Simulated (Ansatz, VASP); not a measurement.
**BaS in VASP and in Ansatz**

```
Ba S
1.0
     0.00000    3.21470    3.21470
     3.21470    0.00000    3.21470
     3.21470    3.21470    0.00000
Ba S
1 1
Direct
  0.00000 0.00000 0.00000
  0.50000 0.50000 0.50000
```

Alike in both runs: task single point; functional PBE; k mesh 8 × 8 × 8; occupations gaussian, width 0.02 eV; no spin polarisation.

|  | VASP | Ansatz |
| --- | --- | --- |
| version | VASP 6.6.1 | Ansatz 0.2.0 |
| potentials or method | VASP PAW PBE potentials, release 64 (Ba_sv, S), cutoff 500 eV | scalar-relativistic, plane waves, PAW |
| valence electrons in the cell | 16 | 16 |

|  | VASP | Ansatz | Ansatz less VASP |
| --- | --- | --- | --- |
| gap on the k mesh at the Fermi level (eV) | 2.14 | 2.23 | +0.095 |
| least direct gap on the mesh (eV) | 2.29 | 2.35 | +0.064 |
| pressure (GPa) | 0.5 | 0.0 | -0.54 |

Spin-orbit coupling is off throughout.
